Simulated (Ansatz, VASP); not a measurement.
# Two plane-wave programs on SrO

```
Sr O
1.0
     3.63569    0.00000    0.00000
    -1.81784    3.14860    0.00000
     0.00000    0.00000    6.17496
Sr O
2 2
Cartesian
  0.0000 2.0991 1.7300
  1.8178 1.0495 4.2879
  0.0000 0.0000 -0.1236
  0.0000 0.0000 3.3682
```

Alike in both runs: task single point; functional PBE; k mesh 9 × 9 × 6; occupations gaussian, width 0.02 eV; no spin polarisation.

|  | VASP | Ansatz |
| --- | --- | --- |
| version | VASP 6.6.1 | Ansatz 0.2.0 |
| potentials or method | VASP PAW PBE potentials, release 64 (Sr_sv, O), cutoff 520 eV | scalar-relativistic, plane waves, PAW |
| valence electrons in the cell | 32 | 32 |

```tsv
	VASP	Ansatz	Ansatz less VASP
gap on the k mesh at the Fermi level (eV)	1.92	1.91	-0.007
least direct gap on the mesh (eV)	1.92	1.91	-0.007
pressure (GPa)	5.0	4.3	-0.67
traceless stress, the component that is largest in VASP (GPa)	-3.45	-3.31	+0.143
rms of the force components (eV/Å)	2.149	2.119	-0.0297
```

Atom by atom the forces differ by 0.032 eV/Å (rms over components). The functional is the same, so the differences come from potentials, cutoffs and numerics.
